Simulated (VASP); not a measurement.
# B (P6/mmm) in VASP: a series of runs

B is run at these levels: PBE; tasks: relaxation of cell and atoms, single point.

All numbers are computed with VASP 6.6.1; they aren't measurements. Logs are shortened: lines on timing, memory, paths and dates and some standing lists are left out, and cuts for length are marked.

## Step 1: The cell of the first run

The structure is hexagonal, space group P6/mmm (No. 191). The conventional cell has a = 2.771 Å, b = 2.771 Å, c = 4.884 Å, α = 90.00°, β = 90.00°, γ = 120.00°. Within 2.2 Å of B (site symmetry 6mm) lie 1 B at 1.65 Å.

## Step 2: Relaxation of cell and atoms, PBE

Contents of INCAR:

```
PREC = Accurate
ENCUT = 600
EDIFF = 1E-7
ISMEAR = 0
SIGMA = 0.1
LREAL = F
LASPH = T
NELM = 80
ALGO = Normal
ISIF = 3
LWAVE = F
LCHARG = F
GGA = PE
IBRION = 2
NSW = 90
EDIFFG = -0.04
```

Contents of KPOINTS:

```
regular mesh
0
Gamma
  6 6 4
```

Contents of POSCAR:

```
B
1.0
    2.7708101000      0.0000000000      0.0000000000
   -1.3854050500      2.3995919300      0.0000000000
    0.0000000000      0.0000000000      4.8839635100
B
2
Direct
    0.0000000000      0.0000000000      0.1690153100
    0.0000000000      0.0000000000      0.8309846900
```

Potentials or basis: VASP PAW PBE potentials, release 64 (B).

Started as:

```console
> cat potpaw_PBE.64/B/POTCAR > POTCAR
> mpirun -np 1 vasp_std > vasp.out
```

OUTCAR:

```text
PREC = Accurate
   ENCUT = 600
   EDIFF = 1E-7
   ISMEAR = 0
   LREAL = F
   LASPH = T
   NELM = 80
   ISIF = 3
   GGA = PE
   IBRION = 2
   NSW = 90
   EDIFFG = -0.04

 ion  position               nearest neighbor table
   1  0.000  0.000  0.169-   2 1.65
   2  0.000  0.000  0.831-   1 1.65

  LATTYP: Found a hexagonal cell.
 ALAT       =     2.7708101000
 C/A-ratio  =     1.7626482270

  Lattice vectors:

 A1 = (   2.7708101000,   0.0000000000,   0.0000000000)
 A2 = (  -1.3854050500,   2.3995919300,   0.0000000000)
 A3 = (   0.0000000000,   0.0000000000,   4.8839635100)

Analysis of symmetry for initial positions (statically):
=====================================================================
 Subroutine PRICEL returns:
 Original cell was already a primitive cell.

 Routine SETGRP: Setting up the symmetry group for a
 hexagonal supercell.

 Subroutine GETGRP returns: Found 24 space group operations
 (whereof 24 operations were pure point group operations)
 out of a pool of 24 trial point group operations.

The static configuration has the point symmetry D_6h.

Analysis of symmetry for dynamics (positions and initial velocities):
=====================================================================
 Subroutine PRICEL returns:
 Original cell was already a primitive cell.

 Routine SETGRP: Setting up the symmetry group for a
 hexagonal supercell.

 Subroutine GETGRP returns: Found 24 space group operations
 (whereof 24 operations were pure point group operations)
 out of a pool of 24 trial point group operations.

The dynamic configuration has the point symmetry D_6h.

 Subroutine INISYM returns: Found 24 space group operations
 (whereof 24 operations are pure point group operations),
 and found     1 'primitive' translations

----------------------------------------------------------------------------------------

                                     Primitive cell

  volume of cell :      32.4726

  direct lattice vectors                    reciprocal lattice vectors
     2.770810100  0.000000000  0.000000000     0.360905282  0.208368762  0.000000000
    -1.385405050  2.399591930  0.000000000     0.000000000  0.416737524  0.000000000
     0.000000000  0.000000000  4.883963510     0.000000000  0.000000000  0.204751735

  length of vectors
     2.770810100  2.770810095  4.883963510     0.416737523  0.416737524  0.204751735

  position of ions in fractional coordinates (direct lattice)
[... 74 lines left out ...]
   NELM   =     80;   NELMIN=  2; NELMDL= -5     # of ELM steps
   EDIFF  = 0.1E-06   stopping-criterion for ELM
   LREAL  =      F    real-space projection
   EDIFFG = -.4E-01   stopping-criterion for IOM
   NSW    =     90    number of steps for IOM
   IBRION =      2    ionic relax: 0-MD 1-quasi-New 2-CG
   NFREE  =      1    steps in history (QN), initial steepest desc. (CG)
   ISIF   =      3    stress and relaxation
   ISYM   =      2    0-nonsym 1-usesym 2-fastsym
   POTIM  = 0.5000    time-step for ionic-motion
   TEBEG  =    0.0;   TEEND  =   0.0 temperature during run
   PSTRESS=    0.0 pullay stress
   NELECT =       6.0000    total number of electrons
   NUPDOWN=      -1.0000    fix difference up-down
   EMIN   =  10.00;   EMAX   =-10.00  energy-range for DOS
   EFERMI =   0.00;   METHOD = LEGACY
   ISMEAR =     0;   SIGMA  =   0.10  broadening in eV -4-tet -1-fermi 0-gaus
   EFERMI_NEDOS =   21; number of points for ismear=-14 and -15
   IALGO  =     38    algorithm
   IMIX   =      4    mixing-type and parameters
     AMIX     =   0.40;   BMIX     =  1.00
     AMIX_MAG =   1.60;   BMIX_MAG =  1.00
  volume/ion in A,a.u.               =      16.24       109.57
  Fermi-wavevector in a.u.,A,eV,Ry     =   0.932437  1.762051 11.829445  0.869440
  Thomas-Fermi vector in A             =   2.059035
   LORBIT       =      0    0 simple, 1 ext, 2 COOP (PROOUT), +10 PAW based schemes
   GGA     = PE    functional components
   LHFCALC =     F    Hartree Fock is set to
   AEXX    =    0.0000 exact exchange contribution
   IVDW    =     0    specifies the selected vdW correction
   LEPSILON=     F    determine dielectric tensor
   LRPA    =     F    only Hartree local field effects (RPA)
 conjugate gradient relaxation of ions
 non-spin polarized calculation
 Gauss-broadening in eV      SIGMA  =   0.10
  energy-cutoff  :      600.00
  volume of cell :       32.47
 maximum number of plane-waves:      1111
 NGX is ok and might be reduce to    24
   NGX = 11   NGY = 11   NGZ = 19

--------------------------------------- Ionic step        1  -------------------------------------------

 number of electron       6.0000000 magnetization

 Free energy of the ion-electron system (eV)
  ---------------------------------------------------
  ext. energy  EPLUGINS =         0.00000000
  ---------------------------------------------------
  free energy    TOTEN  =        -7.57222206 eV

  energy without entropy =       -7.56785112  energy(sigma->0) =       -7.57003659

------------------------ aborting loop because EDIFF is reached ----------------------------------------

  FORCE on cell =-STRESS in cart. coord.  units (eV):
  Direction    XX          YY          ZZ          XY          YZ          ZX
  --------------------------------------------------------------------------------------
  -------------------------------------------------------------------------------------
  Total       -4.7237987     -4.7237987     -0.5973744      0.0000000      0.0000000      0.0000000
  in kB     -233.0694768   -233.0694757    -29.4741037      0.0000000      0.0000000      0.0000000
  external PRESSURE =    -165.2043520 kB  Pullay stress =       0.0000000 kB
[... 519 lines left out ...]
 k-point    21 :       0.3333    0.3333    0.5000
  band No.  band energies     occupation
      1       6.9809      2.00000
      2       6.9809      2.00000
      3      10.3127      2.00000
      4      10.3127      2.00000
      5      18.0447      0.00000
      6      25.2299      0.00000
      7      28.4573      0.00000

[... ionic steps 4 to 28 ...]

--------------------------------------- Ionic step       29  -------------------------------------------

 number of electron       6.0000000 magnetization

------------------------ aborting loop because EDIFF is reached ----------------------------------------
[... 67 lines left out ...]
--------------------------------------- Ionic step       31  -------------------------------------------

 number of electron       6.0000000 magnetization

 Free energy of the ion-electron system (eV)
  ---------------------------------------------------
  ext. energy  EPLUGINS =         0.00000000
  ---------------------------------------------------
  free energy    TOTEN  =       -12.21601390 eV

  energy without entropy =      -12.21601390  energy(sigma->0) =      -12.21601390

 E-fermi :   5.0844     XC(G=0): -10.3388

 val. band max:        4.6170280829   @ k =   0.1667   0.1667   0.0000
 cond. band min:       5.5081181508   @ k =   0.3333   0.0000   0.5000
 fundamental gap:      0.8910900679
 Fermi energy:         5.0843920103
[... 237 lines left out ...]
  FREE ENERGIE OF THE ION-ELECTRON SYSTEM (eV)
  ---------------------------------------------------
  free  energy   TOTEN  =       -12.2160139005 eV

  energy  without entropy=      -12.2160139005  energy(sigma->0) =      -12.21601390

 reached required accuracy - stopping structural energy minimisation
```

It took 1.8 min on 1 thread of Intel Xeon Platinum 8259CL at 2.50GHz (Skylake/Cascade Lake), shared host; peak memory 0.16 GiB.

Results:

```yaml
Free_energy: -12.2160 eV
Relaxed_volume: 8.78 Å³/atom
Relaxed_cell: a = 1.704 Å, b = 1.704 Å, c = 6.984 Å, α = 90.00°, β = 90.00°, γ = 120.00°
Space_group_after_relaxing_to_0.05_Å: P6/mmm (No. 191)
Energy_gained_by_relaxing: 2321.9 meV/atom
Ionic_steps: 31
Pressure_after_relaxing: 0.1 GPa
Largest_force_after_relaxing: 0.013 eV/Å
Band_gap_on_the_k_mesh: zero (band 3 reaches 8.10 eV, above the bottom of band 4 at -1.61 eV)
```

Forces on the atoms (eV/Å):
```
B    0.000  0.000 -0.013
B    0.000  0.000  0.013
```

Stress tensor (GPa, compression positive):
```
 0.23  0.00  0.00
 0.00  0.23  0.00
 0.00  0.00 -0.19
```

Step by step:
```
step  energy change (eV)  largest force (eV/Å)  pressure (GPa)  volume (Å³)
   1              0.0000                0.3550          -16.52        32.47
   2             -1.4024                0.8315          -25.46        25.13
   3             -3.7332                0.2941          -11.62        16.35
   4             33.4773               11.0541         2517.26         4.68
   5             -3.7891                0.3283           -7.46        15.95
   6             -3.8694                0.7031            5.43        14.72
   7              0.3450                5.2607          308.87         8.96
   8             -3.8758                1.0656            8.32        14.45
   9             -3.8170                1.1062           30.39        13.32
  10             -3.8810                1.3088           12.02        14.16
  11             -3.8630                0.7030           19.98        13.72
  12             -4.0701                0.9108           44.58        13.26
  13             -4.4164                0.8804           18.83        14.40
  14             -4.6173                0.0198           -3.08        17.99
  15             -4.6216                0.0216           -2.03        17.69
  16             -4.6200                0.0201            5.25        16.10
  17             -4.6275                0.0815            0.05        17.17
  18             -4.6292                0.0939            2.16        16.69
  19             -4.6292                0.0972            1.41        16.85
  20             -4.6293                0.0967            1.75        16.78
  21             -4.6304                0.0931            0.46        16.82
  22             -4.6306                0.0897           -0.29        16.84
  23             -4.6319                0.0835           -0.20        16.85
  24             -4.6354                0.0624            0.08        16.89
  25             -4.6398                0.0173            0.72        16.96
  26             -4.6372                0.0933            2.27        17.10
  27             -4.6406                0.0156            1.19        17.01
  28             -4.6423                0.0079           -0.97        17.34
  29             -4.6423                0.0073           -1.11        17.36
  30             -4.6432                0.0002           -0.70        17.43
  31             -4.6438                0.0128            0.09        17.57
```

Final structure:
```xyz
2
Lattice="1.7044 0.0000 0.0000 -0.8522 1.4760 0.0000 0.0000 0.0000 6.9836" Properties=species:S:1:pos:R:3 pbc="T T T"
B     0.0000    0.0000    1.5782
B     0.0000    0.0000    5.4054
```

Levels at points of the mesh, in eV from the Fermi level:
```tsv
k point	band 2	band 3	band 4	band 5	band 6	band 7
(0.00, 0.00, 0.00)	-16.30	-8.37	-5.83	3.21	11.17	15.20
(0.50, 0.00, 0.00)	-8.25	1.49	2.17	5.52	7.08	11.61
(0.00, 0.00, 0.50)	-16.42	-7.77	-6.69	5.46	7.07	20.07
(0.50, 0.00, 0.50)	-8.27	1.60	2.00	5.90	6.71	12.39
```

Caveat: the k points lie up to 0.71 Å⁻¹ apart in the final cell; the volume moved by over 15 % at a fixed basis, so the end points are rough; this functional lacks dispersion, which binds the layers, so the pressure and a relaxed spacing across them are unreliable.

## Step 3: Relaxation of cell and atoms, PBE

This run uses another cell than the first one, of 8.59 Å³/atom, 0.529 times its volume.

Contents of INCAR:

```
PREC = Accurate ; ENCUT = 600
EDIFF = 1E-6 ; ISMEAR = 0
SIGMA = 0.1 ; LREAL = F
LASPH = T ; NELM = 80
ALGO = Normal ; ISIF = 3
LWAVE = F ; LCHARG = F
GGA = PE ; IBRION = 2
NSW = 90 ; EDIFFG = -0.04
```

Contents of KPOINTS:

```
regular mesh
0
Gamma
  12 12 4
```

Contents of POSCAR:

```
B
1.0
    1.8749453302      0.0000000000      0.0000000000
   -0.9374726651      1.6237502866      0.0000000000
    0.0000000000      0.0000000000      5.6416784472
B
2
Direct
    0.0000000000      0.0000000000      0.1552036276
    0.0000000000      0.0000000000      0.8447963724
```

Potentials or basis: VASP PAW PBE potentials, release 64 (B).

Started as:

```console
> cat potpaw_PBE.64/B/POTCAR > POTCAR
> mpirun -np 1 vasp_std > vasp.out
```

OUTCAR:

```text
PREC = Accurate
   ENCUT = 600
   EDIFF = 1E-6
   ISMEAR = 0
   LREAL = F
   LASPH = T
   NELM = 80
   ISIF = 3
   GGA = PE
   IBRION = 2
   NSW = 90
   EDIFFG = -0.04

 ion  position               nearest neighbor table
   1  0.000  0.000  0.155-   2 1.75
   2  0.000  0.000  0.845-   1 1.75

  LATTYP: Found a hexagonal cell.
 ALAT       =     1.8749453302
 C/A-ratio  =     3.0089829054

  Lattice vectors:

 A1 = (   1.8749453302,   0.0000000000,   0.0000000000)
 A2 = (  -0.9374726651,   1.6237502866,   0.0000000000)
 A3 = (   0.0000000000,   0.0000000000,   5.6416784472)

Analysis of symmetry for initial positions (statically):
=====================================================================
 Subroutine PRICEL returns:
 Original cell was already a primitive cell.

 Routine SETGRP: Setting up the symmetry group for a
 hexagonal supercell.

 Subroutine GETGRP returns: Found 24 space group operations
 (whereof 24 operations were pure point group operations)
 out of a pool of 24 trial point group operations.

The static configuration has the point symmetry D_6h.
[... 166 lines left out ...]

  FORCE on cell =-STRESS in cart. coord.  units (eV):
  Direction    XX          YY          ZZ          XY          YZ          ZX
  --------------------------------------------------------------------------------------
  -------------------------------------------------------------------------------------
  Total       -0.5680939     -0.5680939      0.8411213      0.0000000     -0.0000000     -0.0000000
  in kB      -52.9925128    -52.9925128     78.4608531      0.0000000     -0.0000000     -0.0000000
  external PRESSURE =      -9.1747242 kB  Pullay stress =       0.0000000 kB
[... 131 lines left out ...]
--------------------------------------- Ionic step        5  -------------------------------------------

 number of electron       6.0000000 magnetization

 Free energy of the ion-electron system (eV)
  ---------------------------------------------------
  ext. energy  EPLUGINS =         0.00000000
  ---------------------------------------------------
  free energy    TOTEN  =       -11.70269640 eV

  energy without entropy =      -11.70195864  energy(sigma->0) =      -11.70232752

 E-fermi :   6.2906     XC(G=0): -10.4872

 val. band max:        6.2378549595   @ k =   0.0000   0.0000   0.2500
 cond. band min:       6.3453111410   @ k =   0.2500   0.2500   0.0000
 fundamental gap:      0.1074561815
 Fermi energy:         6.2905584225

 k-point     1 :       0.0000    0.0000    0.0000
  band No.  band energies     occupation
      1     -11.8561      2.00000
      2      -7.1725      2.00000
      3      -2.5075      2.00000
      4       7.9235      0.00000
      5      10.6150      0.00000
      6      25.3678      0.00000
      7      25.3678      0.00000
[... 221 lines left out ...]
 k-point    24 :       0.3333   -0.0000    0.2500
  band No.  band energies     occupation
      1      -6.9501      2.00000
      2      -2.9257      2.00000
      3       3.4503      2.00000
      4       9.4773      0.00000
      5      10.3933      0.00000
      6      15.8058      0.00000
      7      19.0577      0.00000

 [... further k-points ...]
[... 5 lines left out ...]
  --------------------------------------------------------------------------------------
  -------------------------------------------------------------------------------------
  Total        0.0177415      0.0177415     -0.0753077      0.0000000      0.0000000      0.0000000
  in kB        1.6813927      1.6813927     -7.1370360      0.0000000      0.0000000      0.0000000
  external PRESSURE =      -1.2580835 kB  Pullay stress =       0.0000000 kB
[... 17 lines left out ...]
  FREE ENERGIE OF THE ION-ELECTRON SYSTEM (eV)
  ---------------------------------------------------
  free  energy   TOTEN  =       -11.7026964005 eV

  energy  without entropy=      -11.7019586378  energy(sigma->0) =      -11.70232752

 reached required accuracy - stopping structural energy minimisation
```

OSZICAR:

```text
N       E                     dE             d eps       ncg     rms          rms(c)
DAV:   1     0.111112255445E+01    0.11111E+01   -0.31823E+03   798   0.835E+02
DAV:   2    -0.125242653255E+02   -0.13635E+02   -0.13316E+02  1211   0.104E+02
DAV:   3    -0.126077555399E+02   -0.83490E-01   -0.83486E-01  1043   0.959E+00
DAV:   4    -0.126078585673E+02   -0.10303E-03   -0.10303E-03  1211   0.304E-01
[... 30 lines left out ...]
       N       E                     dE             d eps       ncg     rms          rms(c)
DAV:   1    -0.117027415208E+02   -0.73034E-03   -0.79174E-03   973   0.106E+00    0.572E-02
DAV:   2    -0.117027133803E+02    0.28141E-04   -0.34495E-05   854   0.532E-02    0.331E-02
DAV:   3    -0.117026968337E+02    0.16547E-04   -0.89540E-06   994   0.255E-02    0.278E-03
DAV:   4    -0.117026964005E+02    0.43313E-06   -0.28544E-07   420   0.416E-03
   5 F= -.11702696E+02 E0= -.11702328E+02  d E =-.115953E-02
```

CONTCAR:

```text
B
   1.00000000000000
     1.8455416204728876    0.0000000000000000   -0.0000000000000000
    -0.9227708102364438    1.5982859270136343    0.0000000000000000
    -0.0000000000000000   -0.0000000000000000    5.7313112718883081
  B
     2
Direct
     1.0000000000000000    0.0000000000000000    0.1587011983525325
     0.0000000000000000    0.0000000000000000    0.8412988016474674

  0.00000000E+00  0.00000000E+00  0.00000000E+00
  0.00000000E+00  0.00000000E+00  0.00000000E+00
```

Wall time 20 s (1 thread of Intel Xeon Platinum 8259CL at 2.50GHz (Skylake/Cascade Lake), shared host); peak memory 0.13 GiB.

What came out:

| Property | Result |
| --- | --- |
| Free energy | -11.7027 eV |
| Relaxed volume | 8.45 Å³/atom |
| Relaxed cell | a = 1.846 Å, b = 1.846 Å, c = 5.731 Å, α = 90.00°, β = 90.00°, γ = 120.00° |
| Space group after relaxing (to 0.05 Å) | P6/mmm (No. 191) |
| Energy gained by relaxing | 13.3 meV/atom |
| Ionic steps | 5 |
| Pressure after relaxing | -0.1 GPa |
| Band gap on the k mesh | zero (band 3 reaches 6.60 eV, above the bottom of band 4 at 4.82 eV) |

Stress tensor (GPa, compression positive):
```
 0.17  0.00  0.00
 0.00  0.17  0.00
 0.00  0.00 -0.71
```

Step by step:
```
step  energy change (eV)  largest force (eV/Å)  pressure (GPa)  volume (Å³)
   1              0.0000                0.4856           -0.92        17.18
   2             -0.0248                0.1495           -2.02        17.05
   3             -0.0254                0.0584           -2.13        17.06
   4             -0.0259                0.0405            1.45        16.79
   5             -0.0266                0.0012           -0.13        16.91
```

Final structure:
```
CELL_PARAMETERS angstrom
1.84554 0.00000 0.00000
-0.92277 1.59829 0.00000
0.00000 0.00000 5.73131
ATOMIC_POSITIONS crystal
B 0.00000 0.00000 0.15870
B 0.00000 0.00000 0.84130
```

Levels at points of the mesh, in eV from the Fermi level:
```csv
k point,band 1,band 2,band 3,band 4,band 5,band 6,band 7
"(0.00, 0.00, 0.00)",-18.15,-13.46,-8.80,1.63,4.32,19.08,19.08
"(0.50, 0.00, 0.00)",-9.16,-6.02,-3.74,1.46,2.50,9.37,11.81
"(0.00, 0.00, 0.50)",-18.11,-13.73,-8.01,-1.12,8.94,14.53,19.08
"(0.50, 0.00, 0.50)",-9.14,-6.07,-3.73,1.10,3.00,10.76,11.81
```

Caveat: this functional lacks dispersion, which binds the layers, so the pressure and a relaxed spacing across them are unreliable.

(Part 1 of 2 ends here.)
